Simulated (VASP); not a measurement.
# KF (Pm-3m) in VASP: a series of runs, part 2 of 2

VASP 6.6.1.

## (3) Single point, PBE

INCAR reads:

```
SYSTEM = KF
ALGO = Normal
EDIFF = 1E-6
ENCUT = 600
GGA = PE
GGA_COMPAT = .FALSE.
ISIF = 2
ISMEAR = 0
LASPH = .TRUE.
LCHARG = .TRUE.
LELF = .TRUE.
LREAL = .FALSE.
LVHAR = .TRUE.
LWAVE = .FALSE.
NBANDS = 15
NELM = 120
PREC = Accurate
SIGMA = 0.5
```

KPOINTS reads:

```
k-points
0
G
  6 6 6
  0 0 0
```

POSCAR reads:

```
KF
1.0
    3.1788706815      0.0000000000      0.0000000000
    0.0000000000      3.1788706815      0.0000000000
    0.0000000000      0.0000000000      3.1788706815
K F
1 1
Direct
    0.0000000000      0.0000000000      0.0000000000
    0.5000000000      0.5000000000      0.5000000000
```

Potentials or basis: VASP PAW PBE potentials, release 64 (K_sv, F).

Launch:

```sh
$ cat potpaw_PBE.64/K_sv/POTCAR potpaw_PBE.64/F/POTCAR > POTCAR
$ mpirun -np 1 vasp_std > vasp.out
```

OUTCAR:

```text
SYSTEM = KF
   EDIFF = 1E-6
   ENCUT = 600
   GGA = PE
   ISIF = 2
   ISMEAR = 0
   LASPH = .TRUE.
   LREAL = .FALSE.
   NELM = 120
   PREC = Accurate

 ion  position               nearest neighbor table
   1  0.000  0.000  0.000-   2 2.75   2 2.75   2 2.75   2 2.75   2 2.75   2 2.75   2 2.75   2 2.75

   2  0.500  0.500  0.500-   1 2.75   1 2.75   1 2.75   1 2.75   1 2.75   1 2.75   1 2.75   1 2.75

  LATTYP: Found a simple cubic cell.
 ALAT       =     3.1788706815

  Lattice vectors:

 A1 = (   3.1788706815,   0.0000000000,   0.0000000000)
 A2 = (   0.0000000000,   3.1788706815,   0.0000000000)
 A3 = (   0.0000000000,   0.0000000000,   3.1788706815)

Analysis of symmetry for initial positions (statically):
=====================================================================
 Subroutine PRICEL returns:
 Original cell was already a primitive cell.

 Routine SETGRP: Setting up the symmetry group for a
 simple cubic supercell.

 Subroutine GETGRP returns: Found 48 space group operations
 (whereof 48 operations were pure point group operations)
 out of a pool of 48 trial point group operations.

The static configuration has the point symmetry O_h .

Analysis of symmetry for dynamics (positions and initial velocities):
=====================================================================
 Subroutine PRICEL returns:
 Original cell was already a primitive cell.

 Routine SETGRP: Setting up the symmetry group for a
 simple cubic supercell.

 Subroutine GETGRP returns: Found 48 space group operations
 (whereof 48 operations were pure point group operations)
 out of a pool of 48 trial point group operations.

The dynamic configuration has the point symmetry O_h .

 Subroutine INISYM returns: Found 48 space group operations
 (whereof 48 operations are pure point group operations),
 and found     1 'primitive' translations

----------------------------------------------------------------------------------------

                                     Primitive cell

  volume of cell :      32.1232

  direct lattice vectors                    reciprocal lattice vectors
     3.178870681  0.000000000  0.000000000     0.314577125  0.000000000  0.000000000
     0.000000000  3.178870681  0.000000000     0.000000000  0.314577125  0.000000000
     0.000000000  0.000000000  3.178870681     0.000000000  0.000000000  0.314577125

  length of vectors
     3.178870681  3.178870681  3.178870681     0.314577125  0.314577125  0.314577125

  position of ions in fractional coordinates (direct lattice)
     0.000000000  0.000000000  0.000000000
     0.500000000  0.500000000  0.500000000

  ion indices of the primitive-cell ions
   primitive index   ion index
                 1           1
                 2           2

----------------------------------------------------------------------------------------

 KPOINTS: k-points

Automatic generation of k-mesh.
 Grid dimensions read from file:
[... 25 lines left out ...]
  0.500000  0.000000  0.000000      3.000000
  0.166667  0.166667  0.000000     12.000000
  0.333333  0.166667  0.000000     24.000000
[... 12 lines left out ...]
  0.500000  0.500000  0.333333      6.000000
  0.500000  0.500000  0.500000      1.000000
   k-points           NKPTS =     20   k-points in BZ     NKDIM =     20   number of bands    NBANDS=     15
   number of dos      NEDOS =    301   number of ions     NIONS =      2
   total plane-waves  NPLWV =  21952
   dimension x,y,z NGX =    28 NGY =   28 NGZ =   28
   dimension x,y,z NGXF=    56 NGYF=   56 NGZF=   56
   ions per type =               1   1
   NGX,Y,Z   is equivalent  to a cutoff of  14.64, 14.64, 14.64 a.u.
   NGXF,Y,Z  is equivalent  to a cutoff of  29.29, 29.29, 29.29 a.u.
 SYSTEM =  KF
   PREC   = accura    normal or accurate (medium, high low for compatibility)
   ISTART =      0    job   : 0-new  1-cont  2-samecut
   ICHARG =      2    charge: 1-file 2-atom 10-const
   ISPIN  =      1    spin polarized calculation?
   LNONCOLLINEAR =      F non collinear calculations
   LSORBIT =      F    spin-orbit coupling
   LASPH  =      T    aspherical Exc in radial PAW
   ENCUT  =  600.0 eV  44.10 Ry    6.64 a.u.   6.35  6.35  6.35*2*pi/ulx,y,z
   NELM   =    120;   NELMIN=  2; NELMDL= -5     # of ELM steps
   EDIFF  = 0.1E-05   stopping-criterion for ELM
   LREAL  =      F    real-space projection
   EDIFFG = 0.1E-04   stopping-criterion for IOM
   NSW    =      0    number of steps for IOM
   IBRION =     -1    ionic relax: 0-MD 1-quasi-New 2-CG
   NFREE  =      0    steps in history (QN), initial steepest desc. (CG)
   ISIF   =      2    stress and relaxation
   ISYM   =      2    0-nonsym 1-usesym 2-fastsym
   POTIM  = 0.5000    time-step for ionic-motion
   TEBEG  =    0.0;   TEEND  =   0.0 temperature during run
   PSTRESS=    0.0 pullay stress
   NELECT =      16.0000    total number of electrons
   NUPDOWN=      -1.0000    fix difference up-down
   EMIN   =  10.00;   EMAX   =-10.00  energy-range for DOS
   EFERMI =   0.00;   METHOD = LEGACY
   ISMEAR =     0;   SIGMA  =   0.50  broadening in eV -4-tet -1-fermi 0-gaus
   EFERMI_NEDOS =   21; number of points for ismear=-14 and -15
   IALGO  =     38    algorithm
   IMIX   =      4    mixing-type and parameters
     AMIX     =   0.40;   BMIX     =  1.00
     AMIX_MAG =   1.60;   BMIX_MAG =  1.00
  volume/ion in A,a.u.               =      16.06       108.39
  Fermi-wavevector in a.u.,A,eV,Ry     =   1.297703  2.452303 22.912660  1.684033
  Thomas-Fermi vector in A             =   2.429078
   LORBIT       =      0    0 simple, 1 ext, 2 COOP (PROOUT), +10 PAW based schemes
   GGA     = PE    functional components
   LHFCALC =     F    Hartree Fock is set to
   AEXX    =    0.0000 exact exchange contribution
   IVDW    =     0    specifies the selected vdW correction
   LEPSILON=     F    determine dielectric tensor
   LRPA    =     F    only Hartree local field effects (RPA)
 non-spin polarized calculation
 Gauss-broadening in eV      SIGMA  =   0.50
  energy-cutoff  :      600.00
  volume of cell :       32.12
 maximum number of plane-waves:      1108
 NGX is ok and might be reduce to    28
   NGX = 13   NGY = 13   NGZ = 13

 number of electron      15.9999991 magnetization

 Free energy of the ion-electron system (eV)
  ---------------------------------------------------
  ext. energy  EPLUGINS =         0.00000000
  ---------------------------------------------------
  free energy    TOTEN  =        -8.07034569 eV

  energy without entropy =       -8.07034569  energy(sigma->0) =       -8.07034569

 E-fermi :   0.5031     XC(G=0):  -9.3915

 val. band max:       -1.7947402845   @ k =   0.5000   0.5000   0.0000
 cond. band min:       5.0039350226   @ k =   0.0000   0.0000   0.0000
 fundamental gap:      6.7986753072
 Fermi energy:         0.5030599753

 k-point     1 :       0.0000    0.0000    0.0000
  band No.  band energies     occupation
      1     -28.6517      2.00000
      2     -20.7599      2.00000
      3     -11.5839      2.00000
      4     -11.5839      2.00000
      5     -11.5839      2.00000
      6      -1.8319      2.00000
      7      -1.8319      2.00000
      8      -1.8319      2.00000
      9       5.0039      0.00000
     10       6.5815      0.00000
     11       6.5815      0.00000
     12      12.4920      0.00000
     13      12.4920      0.00000
     14      12.4920      0.00000
[... 329 lines left out ...]
      2     -20.5716      2.00000
      3     -12.2634      2.00000
      4     -12.2634      2.00000
      5     -12.2634      2.00000
      6      -2.9630      2.00000
      7      -2.9630      2.00000
      8      -2.9630      2.00000
      9       8.9880      0.00000
     10       8.9880      0.00000
     11       8.9880      0.00000
     12      14.2778      0.00000
     13      14.2778      0.00000
     14      14.2778      0.00000
     15      14.3338      0.00000

------------------------ aborting loop because EDIFF is reached ----------------------------------------

  FORCE on cell =-STRESS in cart. coord.  units (eV):
  Direction    XX          YY          ZZ          XY          YZ          ZX
  --------------------------------------------------------------------------------------
  -------------------------------------------------------------------------------------
  Total        0.5916402      0.5916402      0.5916402      0.0000000     -0.0000000     -0.0000000
  in kB       29.5086724     29.5086724     29.5086724      0.0000000     -0.0000000     -0.0000000
  external PRESSURE =      29.5086724 kB  Pullay stress =       0.0000000 kB

 VOLUME and BASIS-vectors are now :
 -----------------------------------------------------------------------------
  energy-cutoff  :      600.00
  volume of cell :       32.12
      direct lattice vectors                 reciprocal lattice vectors
     3.178870681  0.000000000  0.000000000     0.314577125  0.000000000  0.000000000
     0.000000000  3.178870681  0.000000000     0.000000000  0.314577125  0.000000000
     0.000000000  0.000000000  3.178870681     0.000000000  0.000000000  0.314577125

 POSITION                                       TOTAL-FORCE (eV/Angst)
 -----------------------------------------------------------------------------------
      0.00000      0.00000      0.00000         0.000000      0.000000      0.000000
      1.58944      1.58944      1.58944         0.000000      0.000000      0.000000
 -----------------------------------------------------------------------------------
    total drift:                                0.000000      0.000000      0.000000

  FREE ENERGIE OF THE ION-ELECTRON SYSTEM (eV)
  ---------------------------------------------------
  free  energy   TOTEN  =        -8.0703456874 eV

  energy  without entropy=       -8.0703456873  energy(sigma->0) =       -8.07034569
```

stdout:

```text
POSCAR found type information on POSCAR K F
 POSCAR found :  2 types and       2 ions
 scaLAPACK will be used
 LDA part: xc-table for (Slater+PW92), standard interpolation
 POSCAR, INCAR and KPOINTS ok, starting setup
 FFT: planning ... GRIDC
 FFT: planning ... GRID_SOFT
 FFT: planning ... GRID
 WAVECAR not read
 entering main loop
```

Wall time 20 s (1 thread of Intel Xeon 8259CL, shared host); peak memory 0.16 GiB.

What came out:

* Free energy: -8.0703 eV
* Pressure: 3.0 GPa
* Band gap on the k mesh: 6.80 eV, indirect (least direct gap 6.84 eV)
